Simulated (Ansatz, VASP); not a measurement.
# Ca2C in VASP and in Ansatz

```
Ca C
1.0
     3.65621    0.00000    0.00000
    -1.82810    3.16637    0.00000
     0.00000    0.00000   13.40898
Ca C
4 2
Direct
  0.33333 0.66667 0.64300
  0.66667 0.33333 0.14300
  0.33333 0.66667 0.85700
  0.66667 0.33333 0.35700
  0.33333 0.66667 0.25000
  0.66667 0.33333 0.75000
```

Alike in both runs: functional PBE; k mesh 12 × 12 × 4; occupations gaussian, width 0.1 eV; no spin polarisation.

Ansatz relaxed the structure, and its values are those at the end. VASP's run is a single point on that final structure, the one shown.

```csv
,VASP,Ansatz
version,VASP 6.6.1,Ansatz 0.2.0
potentials or method,"VASP PAW PBE potentials, release 64 (Ca_sv, C), cutoff 520 eV","scalar-relativistic, plane waves, PAW"
valence electrons in the cell,48,48
```

```tsv
	VASP	Ansatz	Ansatz less VASP
gap on the k mesh at the Fermi level (eV)	none	none	-
pressure (GPa)	0.1	0.0	-0.13
rms of the force components (eV/Å)	0.017	0.001	-0.0164
```

A gap of «none» marks a metal or a gap that the smearing closes. The functional is the same, so the differences come from potentials, cutoffs and numerics.
